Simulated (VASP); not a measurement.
A run of VASP 6.6.1 is set up as follows.

The input POSCAR:

```
Bi
1.0
    0.0000000000      3.3975022875      3.3975022875
    3.3975022875      0.0000000000      3.3975022875
    3.3975022875      3.3975022875      0.0000000000
Bi
2
Direct
    0.5000000000      0.5000000000      0.5000000000
    0.7500000000      0.7500000000      0.7500000000
```

Contents of INCAR.step1:

```
PREC = Accurate
ENCUT = 600
ISMEAR = 0
SIGMA = 0.1
LREAL = False
LASPH = True
NELM = 80
GGA = PE
ALGO = Normal
EDIFF = 1E-4
LWAVE = True
LCHARG = False
```

File INCAR.step2:

```
PREC = Accurate
ENCUT = 600
EDIFF = 1E-7
ISMEAR = 0
SIGMA = 0.1
LREAL = False
LASPH = True
NELM = 80
ALGO = Normal
ISIF = 3
LWAVE = False
LCHARG = False
METAGGA = R2SCAN
LMIXTAU = True
IBRION = 2
NSW = 90
EDIFFG = -0.04
ISTART = 1
```

File KPOINTS:

```
Automatic mesh
0
Gamma
  4 4 4
```

Potentials or basis: VASP PAW PBE potentials, release 64 (Bi_d).

Launch:

```bash
$ cat potpaw_PBE.64/Bi_d/POTCAR > POTCAR
$ cp INCAR.step1 INCAR
$ mpirun -np 1 vasp_std > vasp.out
$ cp INCAR.step2 INCAR
$ mpirun -np 1 vasp_std > vasp.out
```

What does it give for the relaxed cell?

a = 5.084 Å, b = 5.084 Å, c = 5.084 Å, α = 60.00°, β = 60.00°, γ = 60.00°.

Estimate the space group after relaxing (to 0.05 Å).

Fd-3m (No. 227).

Predict the relaxed volume.

46.45 Å³/atom.

Step by step:
| step | energy change (eV) | largest force (eV/Å) | pressure (GPa) | volume (Å³) |
| --- | --- | --- | --- | --- |
| 1 | 0.0000 | 0.0000 | 8.11 | 78.43 |
| 2 | -0.2169 | 0.0000 | -2.77 | 103.21 |
| 3 | -0.3154 | 0.0000 | -0.02 | 92.89 |

Caveat: the k points lie up to 0.38 Å⁻¹ apart in the final cell; the volume moved by over 15 % at a fixed basis, so the end points are rough; the PAW data sets were made with another functional, which shifts forces and pressure a little.
